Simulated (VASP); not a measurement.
A run of VASP 6.6.1 is set up as follows.

The input INCAR:

```
SYSTEM = Al48N49
  ALGO = Normal
  EDIFF = 1E-6
  ENCUT = 520
  GGA = PS
  GGA_COMPAT = .False.
  ISIF = 2
  ISMEAR = -1
  ISYM = 0
  LASPH = .True.
  LCHARG = .False.
  LREAL = Auto
  LWAVE = .False.
  NBANDS = 248
  NELM = 120
  PREC = Accurate
  SIGMA = 0.05
```

Contents of KPOINTS:

```
Automatic mesh
0
Gamma
  1 1 1
  0.25 0.25 0.25
```

POSCAR

```
Al48N49
1.0
    9.3414480000      0.0000000000      0.0000000000
    0.0000000000     10.7865750000      0.0000000000
    0.0000000000      0.0000000000      9.9670570000
Al N
48 49
Direct
    0.1661850000      0.0840310000      0.2488670000
    0.1704470000      0.0777700000      0.7489620000
    0.9999910000      0.3341870000      0.2451070000
    0.0171820000      0.3177210000      0.7560070000
    0.4990700000      0.0843920000      0.2480410000
    0.4951330000      0.0827420000      0.7489550000
    0.3326720000      0.3345200000      0.2483960000
    0.3306150000      0.3332020000      0.7482080000
    0.1662840000      0.5846440000      0.2490620000
    0.1639980000      0.5834670000      0.7480770000
    0.9992210000      0.8347770000      0.2489480000
    0.0000380000      0.8366600000      0.7477820000
    0.8322770000      0.0845070000      0.2487010000
    0.8330620000      0.0848070000      0.7471880000
    0.6641990000      0.3333920000      0.2448100000
    0.6554150000      0.3282570000      0.7464430000
    0.4995010000      0.5840790000      0.2485310000
    0.4994570000      0.5843000000      0.7469650000
    0.3327340000      0.8338280000      0.2485480000
    0.3327850000      0.8311100000      0.7483380000
    0.8329440000      0.5853580000      0.2448680000
    0.8259550000      0.6076320000      0.7558070000
    0.6657970000      0.8348520000      0.2487330000
    0.6619610000      0.8414100000      0.7488300000
    0.9990780000      0.1686670000      0.4988600000
    0.9998700000      0.1652240000      0.9998030000
    0.3321600000      0.1674570000      0.4974910000
    0.3325150000      0.1675970000      0.9992370000
    0.1643900000      0.4171160000      0.4968370000
    0.1677180000      0.4185220000      0.9997290000
    0.9982810000      0.6674700000      0.4971820000
    0.0012120000      0.6690960000      0.9994020000
    0.6652940000      0.1673110000      0.4979550000
    0.6661870000      0.1671370000      0.9966800000
    0.4989050000      0.4174930000      0.4976490000
    0.4993080000      0.4180140000      0.9966330000
    0.3327400000      0.6671030000      0.4985610000
    0.3329090000      0.6670710000      0.9982000000
    0.1662460000      0.9173040000      0.4977510000
    0.1666160000      0.9168410000      0.9992740000
    0.8267800000      0.4151000000      0.4871940000
    0.8329380000      0.4179860000      0.9962590000
    0.6670170000      0.6672950000      0.4989230000
    0.6638130000      0.6695090000      0.9994340000
    0.4986520000      0.9174870000      0.4977000000
    0.4984300000      0.9180360000      0.9993480000
    0.8321580000      0.9179550000      0.4983070000
    0.8326400000      0.9182940000      0.9984700000
    0.9993840000      0.1666540000      0.1891900000
    0.0068980000      0.1563200000      0.6894950000
    0.3323750000      0.1679830000      0.1894580000
    0.3313560000      0.1672990000      0.6890010000
    0.1668230000      0.4185820000      0.1889580000
    0.1646050000      0.4165680000      0.6889700000
    0.0007170000      0.6685340000      0.1888480000
    0.9986950000      0.6697120000      0.6892530000
    0.6658120000      0.1668960000      0.1869490000
    0.6607210000      0.1619870000      0.6890610000
    0.4985930000      0.4179510000      0.1869370000
    0.4928580000      0.4164500000      0.6885860000
    0.3329100000      0.6672830000      0.1891620000
    0.3310890000      0.6653560000      0.6892090000
    0.1661880000      0.9173230000      0.1896870000
    0.1682530000      0.9138720000      0.6885040000
    0.8319820000      0.4175620000      0.1870110000
    0.8499280000      0.3523130000      0.6704350000
    0.6650280000      0.6684560000      0.1889190000
    0.6582420000      0.6792760000      0.6895650000
    0.4988050000      0.9177030000      0.1895600000
    0.4948140000      0.9188650000      0.6886040000
    0.8327330000      0.9178830000      0.1892830000
    0.8320800000      0.9181630000      0.6893880000
    0.1657970000      0.0839560000      0.4388760000
    0.1671790000      0.0830360000      0.9399890000
    0.0002480000      0.3346420000      0.4340010000
    0.0016640000      0.3331420000      0.9424530000
    0.4985670000      0.0838410000      0.4384170000
    0.4983800000      0.0843230000      0.9396040000
    0.3317050000      0.3343640000      0.4389200000
    0.3323660000      0.3338570000      0.9388940000
    0.1657700000      0.5843450000      0.4399660000
    0.1657930000      0.5842080000      0.9388700000
    0.9990080000      0.8346400000      0.4395730000
    0.9993840000      0.8350540000      0.9388930000
    0.8324050000      0.0848320000      0.4395950000
    0.8330070000      0.0846470000      0.9383220000
    0.6606130000      0.3316730000      0.4335880000
    0.6666640000      0.3345650000      0.9358070000
    0.4997790000      0.5840890000      0.4395070000
    0.4996180000      0.5843540000      0.9381850000
    0.3325220000      0.8334310000      0.4389670000
    0.3328400000      0.8335010000      0.9394860000
    0.8337670000      0.5856660000      0.4337440000
    0.8328130000      0.5869980000      0.9422640000
    0.6658030000      0.8346770000      0.4389160000
    0.6654180000      0.8361410000      0.9398820000
    0.7782040000      0.4649020000      0.6695200000
```

Potentials or basis: VASP PAW PBE potentials, release 64 (Al, N).

The run is started by

```sh
$ cat potpaw_PBE.64/Al/POTCAR potpaw_PBE.64/N/POTCAR > POTCAR
$ mpirun -np 1 vasp_std > vasp.out
```

**Question.** What does it give for the pressure?

**Answer.** 1.9 GPa.

**Question.** Predict the band gap on the k mesh.

**Answer.** Zero (an odd number of electrons rules out a gap without spin polarisation).

Forces on the atoms (eV/Å):
```
Al   0.002  0.002 -0.001
Al   0.011 -0.002  0.007
Al   0.002 -0.003 -0.002
Al   0.000 -0.005 -0.011
Al   0.003 -0.001  0.000
Al   0.006  0.006  0.000
Al  -0.003  0.002 -0.002
Al  -0.005 -0.001  0.001
Al   0.002  0.009  0.005
Al  -0.001  0.006 -0.001
Al   0.001 -0.002  0.002
Al   0.003  0.003  0.004
Al  -0.002  0.001 -0.001
Al  -0.002  0.008 -0.003
Al   0.002  0.000 -0.012
Al   0.047  0.023 -0.005
Al   0.000  0.004 -0.002
Al   0.005  0.000  0.002
Al  -0.003  0.001  0.002
Al   0.001  0.000  0.002
Al  -0.001  0.001  0.001
Al   0.007 -0.002 -0.018
Al   0.001  0.002  0.000
Al  -0.003  0.008  0.003
Al   0.006  0.002  0.002
Al  -0.003 -0.002 -0.001
Al  -0.001 -0.002 -0.002
Al  -0.006 -0.005  0.000
Al  -0.004  0.003 -0.006
Al   0.007  0.003 -0.006
Al  -0.003 -0.004 -0.004
Al  -0.005  0.001  0.007
Al  -0.005 -0.011 -0.003
Al   0.001 -0.003 -0.006
Al  -0.008  0.002  0.001
Al  -0.002  0.001 -0.005
Al  -0.008 -0.006 -0.001
Al  -0.004 -0.005  0.000
Al   0.002 -0.009 -0.004
Al   0.002 -0.006  0.002
Al   0.028  0.028 -0.002
Al  -0.011 -0.003 -0.002
Al   0.007 -0.005 -0.003
Al  -0.009  0.001  0.003
Al   0.000 -0.005 -0.002
Al   0.001 -0.002  0.003
Al  -0.007 -0.003 -0.004
Al  -0.006  0.002  0.002
N    0.001  0.003 -0.001
N   -0.007 -0.005 -0.003
N    0.001 -0.001  0.000
N   -0.001  0.002  0.000
N    0.001 -0.008  0.002
N    0.004  0.003  0.004
N    0.002 -0.001 -0.001
N   -0.001 -0.001  0.002
N    0.001  0.002  0.003
N   -0.005 -0.013 -0.008
N    0.002 -0.002  0.003
N   -0.005 -0.002 -0.005
N    0.000  0.000 -0.002
N   -0.003 -0.003 -0.002
N    0.000  0.002  0.000
N   -0.005 -0.003 -0.001
N   -0.001 -0.002  0.003
N    0.053 -0.140  0.041
N   -0.001  0.000  0.000
N   -0.002 -0.008  0.001
N    0.000  0.002  0.000
N   -0.002  0.001  0.003
N   -0.001  0.003  0.001
N   -0.003 -0.003  0.000
N    0.000  0.002  0.004
N    0.002  0.004 -0.005
N   -0.002 -0.003 -0.002
N   -0.002  0.003 -0.003
N    0.001  0.004  0.000
N    0.000  0.005 -0.004
N    0.000 -0.002  0.003
N    0.001  0.003 -0.002
N    0.002 -0.001  0.004
N    0.000 -0.002  0.000
N    0.001  0.004  0.002
N    0.001  0.000 -0.001
N    0.000  0.003  0.000
N    0.003  0.002  0.000
N    0.006 -0.002  0.008
N   -0.002  0.002  0.011
N    0.001  0.001  0.001
N    0.003  0.000  0.000
N    0.003  0.001  0.001
N    0.002  0.003 -0.001
N    0.001 -0.004 -0.004
N    0.003 -0.004 -0.006
N    0.002  0.003  0.001
N    0.002  0.001 -0.005
N   -0.100  0.118  0.022
```

Caveat: the PAW data sets were made with another functional, which shifts forces and pressure a little; an odd number of electrons without spin polarisation forces a metal; a magnetic or distorted state may lie lower.
